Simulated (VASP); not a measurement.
Input of a VASP 6.6.1 run:

Contents of INCAR:

```
SYSTEM = FePt4
  PREC = Accurate
  ENCUT = 600
  EDIFF = 1E-7
  ISMEAR = 0
  SIGMA = 0.1
  LREAL = .FALSE.
  LASPH = .TRUE.
  NELM = 150
  ALGO = Normal
  ISIF = 3
  LWAVE = .FALSE.
  LCHARG = .FALSE.
  ISPIN = 2
  MAGMOM = 4 0 0 0 0
  LORBIT = 11
  LMAXMIX = 4
  GGA = PE
  IBRION = 2
  NSW = 90
  EDIFFG = -0.04
```

The input KPOINTS:

```
regular mesh
0
G
  6 6 6
  0 0 0
```

File POSCAR:

```
FePt4
1.0
    2.2043028200      1.2726548300      4.4995143000
   -2.2043028200      1.2726548300      4.4995143000
    0.0000000000     -2.5453096600      4.4995143000
Fe Pt
1 4
Direct
    0.0000000000      0.0000000000      0.0000000000
    0.6000000000      0.6000000000      0.6000000000
    0.8000000000      0.8000000000      0.8000000000
    0.2000000000      0.2000000000      0.2000000000
    0.4000000000      0.4000000000      0.4000000000
```

Potentials or basis: VASP PAW PBE potentials, release 64 (Fe, Pt).

Run with:

```bash
$ cat potpaw_PBE.64/Fe/POTCAR potpaw_PBE.64/Pt/POTCAR > POTCAR
$ mpirun -np 1 vasp_std > vasp.out
```

Problem. What does it give for the relaxed volume?

Solution. 15.29 Å³/atom.

Problem. What does it give for the space group after relaxing (to 0.05 Å)?

Solution. R-3m (No. 166).

Final structure:
```
Fe Pt
1.0
     2.21161    1.27687    4.51274
    -2.21161    1.27687    4.51274
     0.00000   -2.55375    4.51274
Fe Pt
1 4
Direct
  0.00000 0.00000 0.00000
  0.60420 0.60420 0.60420
  0.80563 0.80563 0.80563
  0.19437 0.19437 0.19437
  0.39580 0.39580 0.39580
```
